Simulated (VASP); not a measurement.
**Cd5Se3S2: single point with PBE**

Crystal: Cd5Se3S2.

```xyz
10
Lattice="-2.1512 3.7261 0.0000 -4.3025 0.0000 0.0000 -2.1512 1.2420 17.5943" Properties=species:S:1:pos:R:3 pbc="T T T"
Cd   -6.4537    3.7261    0.1125
Cd   -4.3025    2.4840   14.0718
Cd   -6.4537    3.7261   10.4409
Cd   -2.1512    1.2420    7.0941
Cd   -4.3025    2.4840    3.4587
Se   -2.1512    1.2420   15.0239
Se   -4.3025    2.4840   11.3955
Se   -2.1512    1.2420    4.4120
S    -6.4537    3.7261    7.8741
S    -4.3025    2.4840    0.8922
```

```json
{"Program": "VASP 6.6.1", "Task": "single point", "Functional": "PBE", "Potentials or basis": "VASP PAW PBE potentials, release 64 (Cd, Se, S)", "Cutoff": "500 eV", "k mesh": "6 × 6 × 6", "Occupations": "gaussian, width 0.1 eV", "Spin": "no spin polarisation", "Dipole correction": "no", "Further INCAR settings": "ALGO = Normal; EDIFF = 1e-06; NBANDS = 56"}
```

```json
{"Pressure": "0.3 GPa", "Largest force": "0.004 eV/Å", "Band gap on the k mesh": "0.57 eV"}
```

Forces on the atoms (eV/Å):
```
Cd   0.000  0.000 -0.001
Cd   0.000  0.000 -0.003
Cd   0.000  0.000  0.000
Cd   0.000  0.000  0.000
Cd   0.000  0.000  0.000
Se   0.000  0.000  0.002
Se   0.000  0.000  0.004
Se   0.000  0.000  0.004
S    0.000  0.000 -0.004
S    0.000  0.000 -0.004
```

Levels at points of the mesh, in eV from the valence-band top:
```tsv
k point	band 43	band 44	band 45	band 46	band 47	band 48
(0.00, 0.00, 0.00)	-0.15	0.00	0.00	0.57	1.93	2.11
(0.50, 0.00, 0.00)	-1.00	-0.79	-0.72	2.43	3.37	3.44
(0.50, 0.50, 0.00)	-1.10	-0.88	-0.78	2.82	2.86	3.27
(0.00, 0.00, 0.50)	-0.12	-0.02	-0.02	1.26	1.30	2.31
```

It took 13 min on 1 thread of AMD EPYC 7R13, with other jobs on the host, peak memory 0.58 GiB.

A k mesh can miss the band edges.
